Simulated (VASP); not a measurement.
Runs of VASP 6.6.1 on HfN. The structure is that of space group F-43m (No. 216), or close to it. The cells are those of the table. 

```csv
task,cell,cutoff (eV),gap on the mesh (eV),pressure (GPa)
single point,"a = 3.239 Å, angles 60.0°, 2 atoms",520,none,(a)
single point,"a = 3.459 Å, angles 60.0°, 2 atoms",520,none,-1.5
single point,"a = 3.295 Å, angles 60.0°, 2 atoms",520,none,38.9
single point,"a = 3.365 Å, angles 60.0°, 2 atoms",520,none,18.6
relaxation of cell and atoms,"relaxed from a = 3.472 Å, angles 60.0°, 2 atoms",600,none,0.0
relaxation of cell and atoms,"relaxed to 20 GPa from a = 3.472 Å, angles 60.0°, 2 atoms",600,none,20.0
relaxation of cell and atoms,"relaxed to 40 GPa from a = 3.472 Å, angles 60.0°, 2 atoms",600,none,40.1
relaxation of cell and atoms,"relaxed to 60 GPa from a = 3.472 Å, angles 60.0°, 2 atoms",600,none,60.0
```

Alike in all rows: level r2SCAN; potentials or basis VASP PAW PBE potentials, release 64 (Hf_pv, N); no spin polarisation; k mesh 6 × 6 × 6; smearing methfessel-paxton 0.05 eV.

Problem. Estimate the missing entries.

Solution. (a) 59.3.

Caveats: all runs use coarse meshes; the PAW data sets were made with another functional, which shifts forces and pressure a little; spin-orbit coupling is left out, which moves the levels of the heavy elements; the cell is relaxed towards a set pressure, so the enthalpy falls and the energy may rise (some runs).

A k mesh can miss the band edges, and the runs leave out spin-orbit coupling on Hf.

A gap of «none» marks levels without a gap at the run's occupations.
